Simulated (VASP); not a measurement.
Set up this calculation in VASP 6.6.1, as the native input.

| Quantity | Value |
| --- | --- |
| Task | single point |
| Functional | LDA |
| Potentials or basis | VASP PAW LDA potentials, release 64 (C) |
| Cutoff | 520 eV |
| k mesh | 12 × 12 × 3 |
| Occupations | gaussian, width 0.05 eV |
| Spin | no spin polarisation |
| Dipole correction | no |
| Further INCAR settings | ALGO = Normal; EDIFF = 1e-06; NBANDS = 21 |

The structure of C lies in POSCAR:

```
C
1.0
   -1.2225127310     -2.1174541629      0.0000000000
    1.2225127310     -2.1174541629      0.0000000000
    0.0000000000      0.0000000000     12.9179937839
C
6
Direct
    1.0000000000      1.0000000000      0.6397187168
    0.3333333333      0.3333333333      0.1278748526
    0.6666666667      0.6666666667      0.3837967847
    1.0000000000      1.0000000000      0.3839434194
    0.3333333333      0.3333333333      0.6398653515
    0.6666666667      0.6666666667      0.1280214873
```

This cell differs from its parent crystal: the distance across one plane changed.

The input as run:

INCAR

```
PREC = Accurate ; ENCUT = 520
EDIFF = 1E-6 ; ISMEAR = 0
SIGMA = 0.05 ; LREAL = False
LASPH = True ; NELM = 60
ALGO = Normal ; ISIF = 2
LWAVE = False ; LCHARG = False
GGA = CA ; NBANDS = 21
```

KPOINTS

```
Automatic mesh
0
Gamma
  12 12 3
```

Potentials or basis: VASP PAW LDA potentials, release 64 (C).

The run is started by

```console
$ cat potpaw_LDA.64/C/POTCAR > POTCAR
$ mpirun -np 1 vasp_std > vasp.out
```

It gave:

```json
{"Pressure": "0.6 GPa", "Largest force": "0.018 eV/Å"}
```

Caveat: the cell differs from its parent crystal (the distance across one plane changed).

Run time: 74 s on 1 thread of Intel Xeon 8259CL, with other jobs on the host, peak memory 0.18 GiB.
